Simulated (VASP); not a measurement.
Set up this calculation in VASP 6.6.1, as the native input.

| Quantity | Value |
| --- | --- |
| Task | single point |
| Functional | PBEsol |
| Potentials or basis | VASP PAW PBE potentials, release 64 (Na_pv, Cl) |
| Cutoff | 520 eV |
| k mesh | 8 × 8 × 8 |
| Occupations | gaussian, width 0.01 eV |
| Spin | no spin polarisation |
| Dipole correction | no |
| Further INCAR settings | ALGO = Normal; EDIFF = 1e-06; NBANDS = 14 |

The structure of NaCl lies in POSCAR:

```
NaCl
1.0
    2.8289620211      2.8289620211      0.0000000000
   -2.8289620211      2.8289620211      0.0000000000
    0.0000000000      2.8289620211      2.7841467811
Na Cl
1 1
Direct
    0.0000000000      0.0000000000      0.0000000000
    0.5000000000      0.5000000000      0.0000000000
```

This cell differs from its parent crystal: in-plane strain +0.01.

One way to write it, as run:

INCAR

```
SYSTEM = NaCl
PREC = Accurate
ENCUT = 520
EDIFF = 1E-6
ISMEAR = 0
SIGMA = 0.01
LREAL = .False.
LASPH = .True.
NELM = 60
ALGO = Normal
ISIF = 2
LWAVE = .False.
LCHARG = .False.
GGA = PS
NBANDS = 14
```

KPOINTS

```
regular mesh
0
Gamma
  8 8 8
  0 0 0
```

Potentials or basis: VASP PAW PBE potentials, release 64 (Na_pv, Cl).

The run is started by

```sh
$ cat potpaw_PBE.64/Na_pv/POTCAR potpaw_PBE.64/Cl/POTCAR > POTCAR
$ mpirun -np 1 vasp_std > vasp.out
```

It gave:

```json
{
  "Pressure": "-0.3 GPa",
  "Band gap on the k mesh": "4.95 eV"
}
```

Caveat: the cell differs from its parent crystal (in-plane strain +0.01); the PAW data sets were made with another functional, which shifts forces and pressure a little.

Wall time 50 s on 1 thread of Intel Xeon 8259CL (shared host), peak memory 0.18 GiB.
